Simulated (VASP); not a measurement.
Runs of VASP 6.6.1 on LiH. The structure is that of space group I4/mmm (No. 139), or close to it. The cells are those of the table. 

```tsv
cell	gap on the mesh (eV)
a = 2.822, b = 2.822, c = 2.989 Å, angles 58.0, 58.0, 64.0°, 2 atoms	1.56
a = 2.762, b = 2.762, c = 2.874 Å, angles 58.6, 58.6, 62.7°, 2 atoms	(c)
a = 2.937, b = 2.937, c = 2.759 Å, angles 62.0, 62.0, 56.0°, 2 atoms	1.42
a = 2.992, b = 2.992, c = 3.104 Å, angles 58.7, 58.7, 62.5°, 2 atoms	2.12
a = 2.937, b = 2.937, c = 3.104 Å, angles 58.1, 58.1, 63.8°, 2 atoms	(b)
a = 2.877, b = 2.877, c = 2.989 Å, angles 58.7, 58.7, 62.6°, 2 atoms	1.97
a = 2.884, b = 2.884, c = 3.104 Å, angles 57.4, 57.4, 65.1°, 2 atoms	1.40
a = 2.822, b = 2.822, c = 2.644 Å, angles 62.1, 62.1, 55.9°, 2 atoms	(a)
```

Alike in all rows: task single point; level LDA; potentials or basis VASP PAW LDA potentials, release 64 (Li_sv, H); no spin polarisation; k mesh 10 × 10 × 10; cutoff (eV) 520; smearing gaussian 0.05 eV.

Task: Fill in the values left out.

Result: (a) 1.14; (b) 1.77; (c) 1.78.

A k mesh can miss the band edges.
